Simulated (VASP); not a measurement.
Crystal: TaN.

```
CELL_PARAMETERS angstrom
0.00000 2.16618 2.16618
2.16618 0.00000 2.16618
2.16618 2.16618 0.00000
ATOMIC_POSITIONS crystal
Ta 0.50000 0.50000 0.50000
N 0.00000 0.00000 0.00000
```

Program: VASP 6.6.1. Alike in all runs: task single point; no spin polarisation; cell as given; k mesh 10 × 10 × 10; cutoff (eV) 700; smearing fermi-dirac 0.05 eV.

Problem. Order these runs on this cell by their pressure, lowest first.
A. level PBEsol+D3(BJ); potentials or basis VASP PAW PBE potentials, release 64 (Ta_sv_GW, N)
B. level LDA; potentials or basis VASP PAW LDA potentials, release 64 (Ta_sv_GW, N)
C. level BLYP+D3(BJ); potentials or basis VASP PAW PBE potentials, release 64 (Ta_sv_GW, N)

Solution. A (3.6 GPa), B (5.3 GPa), C (16.5 GPa).

Caveats: the cell stands under pressure; the PAW data sets were made with another functional, which shifts forces and pressure a little (at least some runs); the dispersion term is far too large for a dense solid, which distorts pressure and volume (at least some runs).
